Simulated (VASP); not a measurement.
Wanted: the native input for a VASP 6.6.1 run.

| Item | Value |
| --- | --- |
| Task | relaxation of cell and atoms |
| Functional | PBE |
| Potentials or basis | VASP PAW PBE potentials, release 64 (W_sv, Se) |
| Cutoff | 600 eV |
| k mesh | 9 × 9 × 2 |
| Occupations | gaussian, width 0.02 eV |
| Spin | no spin polarisation |
| Dipole correction | no |
| Further INCAR settings | ALGO = Normal; EDIFF = 1e-07; IBRION = 2; EDIFFG = -0.005; NSW = 100; ISIF = 3 |

The structure of WSe2 lies in POSCAR:

```
WSe2
1.0
    3.2899984505      0.0000000000      0.0000000000
   -1.6449992252      2.8492222365      0.0000000000
    0.0000000000      0.0000000000     12.9700000000
W Se
2 4
Direct
    0.3333333333      0.6666666667      0.2500000000
    0.6666666667      0.3333333333      0.7500000000
    0.3333333333      0.6666666667      0.6210000000
    0.6666666667      0.3333333333      0.1210000000
    0.3333333333      0.6666666667      0.8790000000
    0.6666666667      0.3333333333      0.3790000000
```

The input as run:

INCAR

```
SYSTEM = WSe2
  PREC = Accurate
  ENCUT = 600
  EDIFF = 1E-7
  ISMEAR = 0
  SIGMA = 0.02
  LREAL = .FALSE.
  LASPH = .TRUE.
  NELM = 100
  ALGO = Normal
  ISIF = 3
  LWAVE = .FALSE.
  LCHARG = .FALSE.
  GGA = PE
  IBRION = 2
  NSW = 100
  EDIFFG = -0.005
```

KPOINTS

```
Automatic mesh
0
G
  9 9 2
  0 0 0
```

Potentials or basis: VASP PAW PBE potentials, release 64 (W_sv, Se).

Run with:

```sh
$ cat potpaw_PBE.64/W_sv/POTCAR potpaw_PBE.64/Se/POTCAR > POTCAR
$ mpirun -np 1 vasp_std > vasp.out
```

Results of the run:

```
Relaxed volume                        : 23.70 Å³/atom
Relaxed cell                          : a = 3.322 Å, b = 3.322 Å, c = 14.877 Å, α = 90.00°, β = 90.00°, γ = 120.00°
Space group after relaxing (to 0.1 Å) : P6_3/mmc (No. 194)
Energy gained by relaxing             : 20.7 meV/atom
Ionic steps                           : 16
Pressure after relaxing               : 0.0 GPa
Band gap on the k mesh                : 1.51 eV (least direct gap 1.52 eV)
```

Caveat: the volume moved by over 15 % at a fixed basis, so the end points are rough; spin-orbit coupling is left out, which moves the levels of the heavy elements; this functional lacks dispersion, which binds layers or chains, so the pressure and a relaxed spacing across them are unreliable.

Wall time 29 min on 1 thread of Intel(R) Xeon(R) Platinum 8375C CPU @ 2.90GHz (Ice Lake) (shared host), peak memory 0.35 GiB.
